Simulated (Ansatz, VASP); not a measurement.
## One calculation of Pd, two programs

INCAR

```
SYSTEM = Pd
PREC = Accurate ; ENCUT = 520
EDIFF = 1E-6 ; ISMEAR = 0
SIGMA = 0.1 ; LREAL = .FALSE.
LASPH = .TRUE. ; NELM = 60
ALGO = Normal ; ISIF = 2
LWAVE = .FALSE. ; LCHARG = .FALSE.
GGA = PS ; NBANDS = 17
```

Contents of KPOINTS:

```
regular mesh
0
G
  9 9 4
  0 0 0
```

File POSCAR:

```
Pd
1.0
    2.7836650458      0.0000000000      0.0000000000
   -1.3918325229      2.4107246453      0.0000000000
    0.0000000000      0.0000000000      4.6288930000
Pd
2
Direct
    0.6666666700      0.3333333300      0.7500000000
    0.3333333300      0.6666666700      0.2500000000
```

Input for Ansatz:

```yaml
crystal:
  lattice:
    - [2.7836650458, 0.0, 0.0]
    - [-1.3918325229, 2.4107246453, 0.0]
    - [0.0, 0.0, 4.628893]
  atoms:
    - { symbol: Pd, position: [0.66666667, 0.33333333, 0.75] }
    - { symbol: Pd, position: [0.33333333, 0.66666667, 0.25] }
basis:
  ecutwfc: 420
kpoints:
  mp_grid: { grid: [9, 9, 4] }
hamiltonian:
  xc: pbesol
scf:
  occupations: { method: gaussian, width: 0.1 }
  lower_state_search: "off"
output:
  forces: true
  stress: true
  eigenvalues: true
```

Alike in both runs: task single point; functional PBEsol; k mesh 9 × 9 × 4; occupations gaussian, width 0.1 eV; no spin polarisation.

|  | VASP | Ansatz |
| --- | --- | --- |
| version | VASP 6.6.1 | Ansatz 0.2.0 |
| potentials or method | VASP PAW PBE potentials, release 64 (Pd), cutoff 520 eV | scalar-relativistic, plane waves, PAW |
| valence electrons in the cell | 20 | 36 |

```tsv
	VASP	Ansatz	Ansatz less VASP
gap on the k mesh at the Fermi level (eV)	none	none	-
pressure (GPa)	-10.5	-10.3	+0.26
traceless stress, the component that is largest in VASP (GPa)	0.50	0.58	+0.071
```

VASP's potentials were made for PBE, not for PBEsol. A gap of «none» marks a metal or a gap that the smearing closes. VASP's potentials hold 20 valence electrons a cell and Ansatz's 36, so a difference there can come from the potentials and not from the codes.
